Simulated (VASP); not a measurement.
Crystal: Ga.

```xyz
4
Lattice="2.3108 -3.8729 0.0000 2.3108 3.8729 0.0000 0.0000 0.0000 4.5463" Properties=species:S:1:pos:R:3 pbc="T T T"
Ga    2.3108   -2.6662    0.3816
Ga    2.3108   -1.2067    2.6548
Ga    2.3108    2.6662    4.1647
Ga    2.3108    1.2067    1.8915
```

Base run:

| Item | Value |
| --- | --- |
| Program | VASP 6.6.1 |
| Functional | PBE |
| Potentials or basis | VASP PAW PBE potentials, release 64 (Ga_d) |
| Cutoff | 520 eV |
| k mesh | 8 × 8 × 7 |
| Occupations | methfessel-paxton, width 0.1 eV |
| Spin | no spin polarisation |

Its results: band gap on the k mesh zero (bands 26 and 27 overlap by 0.88 eV); pressure 0.2 GPa; largest force 0.007 eV/Å.

The run is repeated on the same cell with these changes: occupations from methfessel-paxton, width 0.1 eV to gaussian, width 1 eV. What comes out?

Band gap on the k mesh zero (bands 26 and 27 overlap by 0.88 eV); pressure 1.0 GPa; largest force 0.056 eV/Å.

Caveats: so wide a smearing shifts energies and pressures (at least some runs).
